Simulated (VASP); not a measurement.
# Tl (P6_3/mmc) in VASP: notebook

The runs below take Tl through single point, with PBE.

Program: VASP 6.6.1. These are calculated values, not measurements. Logs are shortened: lines on timing, memory, paths and dates and some standing lists are left out, and cuts for length are marked.

## 1. The cell of the first run

Symmetry: P6_3/mmc, No. 194, hexagonal system. Conventional cell: a = 3.590 Å, b = 3.590 Å, c = 5.642 Å, α = 90.00°, β = 90.00°, γ = 120.00°. Tl (site symmetry -6m2) has 12 Tl at 3.50 to 3.59 Å within 4.6 Å.

## 2. Single point, PBE

Input file INCAR:

```
PREC = Accurate ; ENCUT = 520
EDIFF = 1E-6 ; ISMEAR = -1
SIGMA = 0.2 ; LREAL = F
LASPH = T ; NELM = 100
ALGO = Normal ; ISIF = 2
LWAVE = F ; LCHARG = F
GGA = PE ; NBANDS = 20
```

Input file KPOINTS:

```
regular mesh
0
Gamma
  10 10 6
```

Input file POSCAR:

```
Tl
1.0
    3.5902820628      0.0000000000      0.0000000000
   -1.7951410314      3.1092754731      0.0000000000
    0.0000000000      0.0000000000      5.6419406004
Tl
2
Direct
    0.3333333333      0.6666666667      0.2500000000
    0.6666666667      0.3333333333      0.7500000000
```

Potentials or basis: VASP PAW PBE potentials, release 64 (Tl_d).

Started as:

```sh
cat potpaw_PBE.64/Tl_d/POTCAR > POTCAR
mpirun -np 1 vasp_std > vasp.out
```

OUTCAR:

```text
PREC = Accurate
   ENCUT = 520
   EDIFF = 1E-6
   ISMEAR = -1
   LREAL = F
   LASPH = T
   NELM = 100
   ISIF = 2
   GGA = PE

 ion  position               nearest neighbor table
   1  0.333  0.667  0.250-   2 3.50   2 3.50   2 3.50   2 3.50   2 3.50   2 3.50
   2  0.667  0.333  0.750-   1 3.50   1 3.50   1 3.50   1 3.50   1 3.50   1 3.50

  LATTYP: Found a hexagonal cell.
 ALAT       =     3.5902820628
 C/A-ratio  =     1.5714477308

  Lattice vectors:

 A1 = (   3.5902820628,   0.0000000000,   0.0000000000)
 A2 = (  -1.7951410314,   3.1092754731,   0.0000000000)
 A3 = (   0.0000000000,   0.0000000000,   5.6419406004)

Analysis of symmetry for initial positions (statically):
=====================================================================
 Subroutine PRICEL returns:
 Original cell was already a primitive cell.

 Routine SETGRP: Setting up the symmetry group for a
 hexagonal supercell.

 Subroutine GETGRP returns: Found 24 space group operations
 (whereof 12 operations were pure point group operations)
 out of a pool of 24 trial point group operations.

The static configuration has the point symmetry D_3d.
 The point group associated with its full space group is D_6h.

Analysis of symmetry for dynamics (positions and initial velocities):
=====================================================================
 Subroutine PRICEL returns:
 Original cell was already a primitive cell.

 Routine SETGRP: Setting up the symmetry group for a
 hexagonal supercell.

 Subroutine GETGRP returns: Found 24 space group operations
 (whereof 12 operations were pure point group operations)
 out of a pool of 24 trial point group operations.

The dynamic configuration has the point symmetry D_3d.
 The point group associated with its full space group is D_6h.

 Subroutine INISYM returns: Found 24 space group operations
 (whereof 12 operations are pure point group operations),
 and found     1 'primitive' translations

----------------------------------------------------------------------------------------

                                     Primitive cell

  volume of cell :      62.9820

  direct lattice vectors                    reciprocal lattice vectors
     3.590282063  0.000000000  0.000000000     0.278529648  0.160809167  0.000000000
    -1.795141031  3.109275473  0.000000000     0.000000000  0.321618335  0.000000000
     0.000000000  0.000000000  5.641940600     0.000000000  0.000000000  0.177243979

  length of vectors
     3.590282063  3.590282063  5.641940600     0.321618335  0.321618335  0.177243979

  position of ions in fractional coordinates (direct lattice)
     0.333333333  0.666666667  0.250000000
     0.666666667  0.333333333  0.750000000

  ion indices of the primitive-cell ions
   primitive index   ion index
                 1           1
                 2           2

----------------------------------------------------------------------------------------

 KPOINTS: regular mesh

Automatic generation of k-mesh.
 Grid dimensions read from file:
 generate k-points for:   10   10    6

 Generating k-lattice:

  Cartesian coordinates                     Fractional coordinates (reciprocal lattice)
     0.027852965  0.016080917  0.000000000     0.100000000  0.000000000  0.000000000
     0.000000000  0.032161833  0.000000000     0.000000000  0.100000000  0.000000000
     0.000000000  0.000000000  0.029540663     0.000000000  0.000000000  0.166666667

  Length of vectors
     0.032161833  0.032161833  0.029540663

  Shift w.r.t. Gamma in fractional coordinates (k-lattice)
     0.000000000  0.000000000  0.000000000

 Subroutine IBZKPT returns following result:
 ===========================================

 Found     56 irreducible k-points:

 Following reciprocal coordinates:
            Coordinates               Weight
  0.000000  0.000000  0.000000      1.000000
  0.100000 -0.000000  0.000000      6.000000
  0.200000 -0.000000  0.000000      6.000000
  0.300000  0.000000  0.000000      6.000000
  0.400000  0.000000  0.000000      6.000000
  0.500000  0.000000  0.000000      3.000000
[... 16 lines left out ...]
  0.300000  0.100000  0.166667     24.000000
  0.400000  0.100000  0.166667     24.000000
 [... further k-points ...]
   k-points           NKPTS =     56   k-points in BZ     NKDIM =     56   number of bands    NBANDS=     20
   number of dos      NEDOS =    301   number of ions     NIONS =      2
   total plane-waves  NPLWV =  32928
   dimension x,y,z NGX =    28 NGY =   28 NGZ =   42
   dimension x,y,z NGXF=    56 NGYF=   56 NGZF=   84
   ions per type =               2
   NGX,Y,Z   is equivalent  to a cutoff of  12.97, 12.97, 12.38 a.u.
   NGXF,Y,Z  is equivalent  to a cutoff of  25.93, 25.93, 24.75 a.u.
 SYSTEM =  unknown system
   PREC   = accura    normal or accurate (medium, high low for compatibility)
   ISTART =      0    job   : 0-new  1-cont  2-samecut
   ICHARG =      2    charge: 1-file 2-atom 10-const
   ISPIN  =      1    spin polarized calculation?
   LNONCOLLINEAR =      F non collinear calculations
   LSORBIT =      F    spin-orbit coupling
   LASPH  =      T    aspherical Exc in radial PAW
   ENCUT  =  520.0 eV  38.22 Ry    6.18 a.u.   6.68  6.68 10.49*2*pi/ulx,y,z
   NELM   =    100;   NELMIN=  2; NELMDL= -5     # of ELM steps
   EDIFF  = 0.1E-05   stopping-criterion for ELM
   LREAL  =      F    real-space projection
   EDIFFG = 0.1E-04   stopping-criterion for IOM
   NSW    =      0    number of steps for IOM
   IBRION =     -1    ionic relax: 0-MD 1-quasi-New 2-CG
   NFREE  =      0    steps in history (QN), initial steepest desc. (CG)
   ISIF   =      2    stress and relaxation
   ISYM   =      2    0-nonsym 1-usesym 2-fastsym
   POTIM  = 0.5000    time-step for ionic-motion
   TEBEG  =    0.0;   TEEND  =   0.0 temperature during run
   PSTRESS=    0.0 pullay stress
   NELECT =      26.0000    total number of electrons
   NUPDOWN=      -1.0000    fix difference up-down
   EMIN   =  10.00;   EMAX   =-10.00  energy-range for DOS
   EFERMI =   0.00;   METHOD = LEGACY
   ISMEAR =    -1;   SIGMA  =   0.20  broadening in eV -4-tet -1-fermi 0-gaus
   EFERMI_NEDOS =   21; number of points for ismear=-14 and -15
   IALGO  =     38    algorithm
   IMIX   =      4    mixing-type and parameters
     AMIX     =   0.40;   BMIX     =  1.00
     AMIX_MAG =   1.60;   BMIX_MAG =  1.00
  volume/ion in A,a.u.               =      31.49       212.51
  Fermi-wavevector in a.u.,A,eV,Ry     =   1.218972  2.303524 20.216810  1.485894
  Thomas-Fermi vector in A             =   2.354240
   LORBIT       =      0    0 simple, 1 ext, 2 COOP (PROOUT), +10 PAW based schemes
   GGA     = PE    functional components
   LHFCALC =     F    Hartree Fock is set to
   AEXX    =    0.0000 exact exchange contribution
   IVDW    =     0    specifies the selected vdW correction
   LEPSILON=     F    determine dielectric tensor
   LRPA    =     F    only Hartree local field effects (RPA)
 non-spin polarized calculation
  energy-cutoff  :      520.00
  volume of cell :       62.98
 maximum number of plane-waves:      1731
 NGX is ok and might be reduce to    28
   NGX = 13   NGY = 13   NGZ = 21

 number of electron      26.0000008 magnetization

 Free energy of the ion-electron system (eV)
  ---------------------------------------------------
  ext. energy  EPLUGINS =         0.00000000
  ---------------------------------------------------
  free energy    TOTEN  =        -4.52297188 eV

  energy without entropy =       -4.39206317  energy(sigma->0) =       -4.45751752

 E-fermi :   5.6499     XC(G=0):  -9.7155

 val. band max:        5.6051907572   @ k =   0.4000   0.0000   0.3333
 cond. band min:       5.6706965301   @ k =   0.3000   0.1000   0.5000
 fundamental gap:      0.0655057729
 Fermi energy:         5.6499095263

 k-point     1 :       0.0000    0.0000    0.0000
  band No.  band energies     occupation
      1      -6.0125      2.00000
      2      -5.8461      2.00000
      3      -5.8441      2.00000
      4      -5.8441      2.00000
      5      -5.8016      2.00000
      6      -5.8016      2.00000
[... 12 lines left out ...]
     19      15.6598      0.00000
     20      15.9865      0.00000

 k-point     2 :       0.1000   -0.0000    0.0000
  band No.  band energies     occupation
      1      -5.9931      2.00000
      2      -5.8827      2.00000
      3      -5.8123      2.00000
      4      -5.8051      2.00000
      5      -5.7939      2.00000
      6      -5.7900      2.00000
[... 12 lines left out ...]
     19      15.8407      0.00000
     20      16.6210      0.00000

 k-point     3 :       0.2000   -0.0000    0.0000
  band No.  band energies     occupation
      1      -6.0015      2.00000
      2      -5.8780      2.00000
      3      -5.8411      2.00000
      4      -5.8232      2.00000
      5      -5.8040      2.00000
      6      -5.7282      2.00000
[... 12 lines left out ...]
     19      14.7705      0.00000
     20      16.6462      0.00000

 k-point     4 :       0.3000    0.0000    0.0000
  band No.  band energies     occupation
      1      -6.0575      2.00000
      2      -5.9149      2.00000
      3      -5.8858      2.00000
      4      -5.8632      2.00000
      5      -5.7596      2.00000
      6      -5.6439      2.00000
[... 12 lines left out ...]
     19      14.0292      0.00000
     20      15.7693      0.00000

 k-point     5 :       0.4000    0.0000    0.0000
  band No.  band energies     occupation
      1      -6.1054      2.00000
      2      -5.9804      2.00000
      3      -5.9137      2.00000
      4      -5.8931      2.00000
      5      -5.7120      2.00000
      6      -5.6834      2.00000
[... 12 lines left out ...]
     19      13.4329      0.00000
     20      15.2363      0.00000

 k-point     6 :       0.5000    0.0000    0.0000
  band No.  band energies     occupation
      1      -6.1236      2.00000
      2      -6.0063      2.00000
      3      -5.9259      2.00000
      4      -5.9041      2.00000
      5      -5.6966      2.00000
      6      -5.6945      2.00000
[... 12 lines left out ...]
     19      13.2153      0.00000
     20      15.0575      0.00000

 k-point     7 :       0.1000    0.1000    0.0000
  band No.  band energies     occupation
      1      -5.9698      2.00000
      2      -5.9132      2.00000
      3      -5.8235      2.00000
      4      -5.8136      2.00000
      5      -5.7912      2.00000
      6      -5.7609      2.00000
[... 12 lines left out ...]
     19      15.6244      0.00000
     20      16.5290      0.00000
[... 277 lines left out ...]
 k-point    20 :       0.5000    0.0000    0.1667
  band No.  band energies     occupation
      1      -6.1057      2.00000
      2      -6.0428      2.00000
      3      -5.9070      2.00000
      4      -5.8763      2.00000
      5      -5.7778      2.00000
      6      -5.6565      2.00000
[... 12 lines left out ...]
     19      13.3106      0.00000
     20      14.5763      0.00000

 k-point    21 :       0.1000    0.1000    0.1667
  band No.  band energies     occupation
      1      -5.9644      2.00000
      2      -5.9053      2.00000
      3      -5.8556      2.00000
      4      -5.8214      2.00000
      5      -5.8031      2.00000
      6      -5.7517      2.00000
[... 12 lines left out ...]
     19      15.5489      0.00000
     20      16.0838      0.00000

 k-point    22 :       0.2000    0.1000    0.1667
  band No.  band energies     occupation
      1      -5.9914      2.00000
      2      -5.9162      2.00000
      3      -5.8797      2.00000
      4      -5.8434      2.00000
      5      -5.7827      2.00000
      6      -5.6872      2.00000
[... 12 lines left out ...]
     19      15.1987      0.00000
     20      15.8594      0.00000

 k-point    23 :       0.3000    0.1000    0.1667
  band No.  band energies     occupation
      1      -6.0396      2.00000
      2      -5.9802      2.00000
      3      -5.8767      2.00000
      4      -5.8698      2.00000
      5      -5.7535      2.00000
      6      -5.6936      2.00000
[... 12 lines left out ...]
     19      14.7609      0.00000
     20      15.1261      0.00000

 k-point    24 :       0.4000    0.1000    0.1667
  band No.  band energies     occupation
      1      -6.0671      2.00000
      2      -6.0298      2.00000
      3      -5.8890      2.00000
      4      -5.8712      2.00000
      5      -5.7774      2.00000
      6      -5.6617      2.00000
[... 12 lines left out ...]
     19      14.5316      0.00000
     20      14.7637      0.00000

 [... further k-points ...]
[... 5 lines left out ...]
  --------------------------------------------------------------------------------------
  -------------------------------------------------------------------------------------
  Total       -0.0041313     -0.0041313      0.0677510      0.0000000     -0.0000000      0.0000000
  in kB       -0.1050956     -0.1050956      1.7234942      0.0000000     -0.0000000      0.0000000
  external PRESSURE =       0.5044343 kB  Pullay stress =       0.0000000 kB

 VOLUME and BASIS-vectors are now :
 -----------------------------------------------------------------------------
  energy-cutoff  :      520.00
  volume of cell :       62.98
      direct lattice vectors                 reciprocal lattice vectors
     3.590282063  0.000000000  0.000000000     0.278529648  0.160809167  0.000000000
    -1.795141031  3.109275473  0.000000000     0.000000000  0.321618335  0.000000000
     0.000000000  0.000000000  5.641940600     0.000000000  0.000000000  0.177243979

 POSITION                                       TOTAL-FORCE (eV/Angst)
 -----------------------------------------------------------------------------------
     -0.00000      2.07285      1.41049        -0.000000      0.000000      0.000000
      1.79514      1.03643      4.23146         0.000000      0.000000      0.000000
 -----------------------------------------------------------------------------------
    total drift:                               -0.000000      0.000000      0.000000

  FREE ENERGIE OF THE ION-ELECTRON SYSTEM (eV)
  ---------------------------------------------------
  free  energy   TOTEN  =        -4.5229718752 eV

  energy  without entropy=       -4.3920631678  energy(sigma->0) =       -4.45751752
```

It took 84 s on 1 thread of Intel Xeon 8259CL, shared host; peak memory 0.21 GiB.

Results:

* Free energy: -4.5230 eV
* Pressure: 0.1 GPa
* Band gap on the k mesh: zero (bands 13 and 14 overlap by 5.28 eV)

Stress tensor (GPa, compression positive):
```
-0.01  0.00  0.00
 0.00 -0.01  0.00
 0.00  0.00  0.17
```

Levels at points of the mesh, in eV from the Fermi level:
```
           k point  band 11  band 12  band 13  band 14  band 15  band 16
(0.00, 0.00, 0.00)    -9.46    -5.04    -2.45     7.12     7.12     9.05
(0.50, 0.00, 0.00)    -5.80    -4.67    -0.75     0.60     1.31     3.52
(0.00, 0.00, 0.50)    -8.14    -8.14     3.22     3.22     8.05     8.05
(0.50, 0.00, 0.50)    -4.86    -4.86    -2.01    -2.01     5.08     5.08
```

Caveat: spin-orbit coupling is left out, which moves the levels of the heavy elements.

## 3. Single point, PBE

Input file INCAR:

```
ALGO = Normal
EDIFF = 1E-7
ENCUT = 520
GGA = PE
ISIF = 2
ISMEAR = -1
LASPH = True
LCHARG = False
LREAL = False
LWAVE = False
NBANDS = 20
NELM = 60
PREC = Accurate
SIGMA = 0.3
```

Input file KPOINTS:

```
k-points
0
Gamma
  10 10 6
```

POSCAR is that of step 2.

Potentials or basis: VASP PAW PBE potentials, release 64 (Tl_d).

Started as:

```sh
cat potpaw_PBE.64/Tl_d/POTCAR > POTCAR
mpirun -np 1 vasp_std > vasp.out
```

Wall time 91 s (1 thread of Intel Xeon 8259CL, shared host); peak memory 0.21 GiB.

Results (log left out):

| Item | Value |
| --- | --- |
| Free energy | -4.6064 eV |
| Pressure | 0.3 GPa |
| Band gap on the k mesh | zero (bands 13 and 14 overlap by 5.27 eV) |

Stress tensor (GPa, compression positive):
```
0.23 0.00 0.00
0.00 0.23 0.00
0.00 0.00 0.46
```

Levels at points of the mesh, in eV from the Fermi level:
```tsv
k point	band 10	band 11	band 12	band 13	band 14	band 15	band 16	band 17
(0.00, 0.00, 0.00)	-11.15	-9.47	-5.05	-2.46	7.11	7.11	9.04	9.04
(0.50, 0.00, 0.00)	-11.10	-5.81	-4.68	-0.76	0.59	1.29	3.52	3.57
(0.00, 0.00, 0.50)	-11.23	-8.15	-8.15	3.21	3.21	8.04	8.04	8.04
(0.50, 0.00, 0.50)	-11.13	-4.87	-4.87	-2.01	-2.01	5.07	5.07	5.71
```

Caveat: so wide a smearing shifts energies and pressures; spin-orbit coupling is left out, which moves the levels of the heavy elements.

## 4. Single point, PBE

Input file INCAR:

```
SYSTEM = Tl
PREC = Accurate
ENCUT = 520
EDIFF = 1E-6
ISMEAR = -1
SIGMA = 0.1
LREAL = .False.
LASPH = .True.
NELM = 100
ALGO = Normal
ISIF = 2
LWAVE = .False.
LCHARG = .False.
GGA = PE
NBANDS = 20
```

Input file KPOINTS:

```
Automatic mesh
0
Gamma
  11 11 6
  0 0 0
```

POSCAR is that of step 3.

Started as:

```sh
cat potpaw_PBE.64/Tl_d/POTCAR > POTCAR
mpirun -np 1 vasp_std > vasp.out
```

It took 39 s on 1 thread of Intel Xeon Platinum 8488C (Sapphire Rapids), shared host; peak memory 0.2 GiB.

The run converged. Its results:

```
Free energy            : -4.4763 eV
Pressure               : -0.1 GPa
Band gap on the k mesh : zero (bands 13 and 14 overlap by 5.15 eV)
```

Levels at points of the mesh, in eV from the Fermi level:
```csv
k point,band 9,band 10,band 11,band 12,band 13,band 14,band 15,band 16,band 17,band 18
"(0.00, 0.00, 0.00)",-11.07,-11.07,-9.40,-4.98,-2.38,7.18,7.18,9.11,9.11,9.95
"(0.00, 0.00, 0.50)",-11.16,-11.16,-8.07,-8.07,3.28,3.28,8.11,8.11,8.11,8.11
```

Caveat: spin-orbit coupling is left out, which moves the levels of the heavy elements.

(Part 1 of 2 ends here.)
